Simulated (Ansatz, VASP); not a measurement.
**BeS: VASP beside Ansatz**

The input POSCAR:

```
BeS
1.0
    0.0000000000      2.3846463833      2.4716747915
    2.3846463833      0.0000000000      2.4716747915
    2.3846463833      2.3846463833      0.0000000000
Be S
1 1
Direct
    0.0000000000      0.0000000000      0.0000000000
    0.2500000000      0.2500000000      0.2500000000
```

Contents of INCAR.step1:

```
SYSTEM = BeS
ALGO = Normal ; EDIFF = 1E-5
ENCUT = 520 ; GGA = PE
ISIF = 2 ; ISMEAR = 0
LASPH = .True. ; LCHARG = .False.
LREAL = .False. ; LWAVE = .True.
NBANDS = 11 ; NELM = 60
PREC = Accurate ; SIGMA = 0.01
```

The input INCAR.step2:

```
SYSTEM = BeS
ALGO = Normal ; EDIFF = 1E-7
ENCUT = 520 ; GGA = PE
HFSCREEN = 0.2079 ; ISIF = 2
ISMEAR = 0 ; ISTART = 1
LASPH = .True. ; LCHARG = .False.
LHFCALC = .True. ; LREAL = .False.
LWAVE = .False. ; NBANDS = 11
NELM = 60 ; PREC = Accurate
PRECFOCK = Normal ; SIGMA = 0.01
```

File KPOINTS:

```
k-points
0
Gamma
  6 6 6
  0 0 0
```

Input for Ansatz:

```yaml
crystal:
  lattice:
    - [0.0, 2.3846463833, 2.4716747915]
    - [2.3846463833, 0.0, 2.4716747915]
    - [2.3846463833, 2.3846463833, 0.0]
  atoms:
    - { symbol: Be, position: [0.0, 0.0, 0.0] }
    - { symbol: S, position: [0.25, 0.25, 0.25] }
kpoints:
  mp_grid: { grid: [6, 6, 6] }
  band_path:
    path:
      - [0.0, 0.0, 0.0]
      - [-0.5, -0.5, 0.0]
      - [-0.375, -0.375, 0.25]
      - [-0.375, 0.0, 0.375]
      - [0.0, 0.0, 0.5]
      - [-0.5, -0.25, 0.25]
      - [-0.0375, 0.0, 0.0375]
    npoints: 1
hamiltonian:
  xc: hse06
scf:
  occupations: { method: fixed }
  n_extra_bands: 4
output:
  forces: true
  stress: true
  eigenvalues: true
```

Change from the starting cell: epitaxial_xy strain -2.0%.

Alike in both runs: task single point; functional HSE06; k mesh 6 × 6 × 6; no spin polarisation.

```csv
,VASP,Ansatz
version,VASP 6.6.1,Ansatz 0.2.0
potentials or method,"VASP PAW PBE potentials, release 64 (Be, S)","plane waves, PAW"
plane-wave cutoff (eV),520,420
occupations,"gaussian, width 0.01 eV",fixed
valence electrons in the cell,8,8
```

|  | VASP | Ansatz | Ansatz less VASP |
| --- | --- | --- | --- |
| gap on the k mesh at the Fermi level (eV) | 3.85 | 3.86 | +0.009 |
| pressure (GPa) | 1.5 | 1.7 | +0.15 |
| traceless stress, the component that is largest in VASP (GPa) | -2.65 | -2.65 | -0.002 |

Ansatz's warnings: stress exchange threshold loose, stress scf threshold loose.
